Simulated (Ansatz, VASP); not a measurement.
# BaHfO3 in VASP and in Ansatz

```
Ba Hf O
1.0
     4.05175    0.00000    0.00000
     0.00000    4.05175    0.00000
     0.00000    0.00000    4.05175
Ba Hf O
1 1 3
Direct
  0.00000 0.00000 0.00000
  0.50000 0.50000 0.50000
  0.50000 0.50000 0.00000
  0.50000 0.00000 0.50000
  0.00000 0.50000 0.50000
```

Change from the starting cell: hydrostatic strain -3.0%.

Alike in both runs: task single point; functional HSE06; k mesh 4 × 4 × 4; no spin polarisation.

```csv
,VASP,Ansatz
version,VASP 6.6.1,Ansatz 0.2.0
potentials or method,"VASP PAW PBE potentials, release 64 (Ba_sv, Hf_pv, O)","plane waves, PAW"
plane-wave cutoff (eV),520,420
occupations,"gaussian, width 0.01 eV",fixed
valence electrons in the cell,38,54
```

```tsv
	VASP	Ansatz	Ansatz less VASP
gap on the k mesh at the Fermi level (eV)	5.23	5.37	+0.139
pressure (GPa)	17.3	18.6	+1.23
```

VASP's potentials hold 38 valence electrons a cell and Ansatz's 54, so a difference there can come from the potentials and not from the codes. Ansatz's warnings: stress exchange threshold loose, stress scf threshold loose.

Spin-orbit coupling is off throughout.
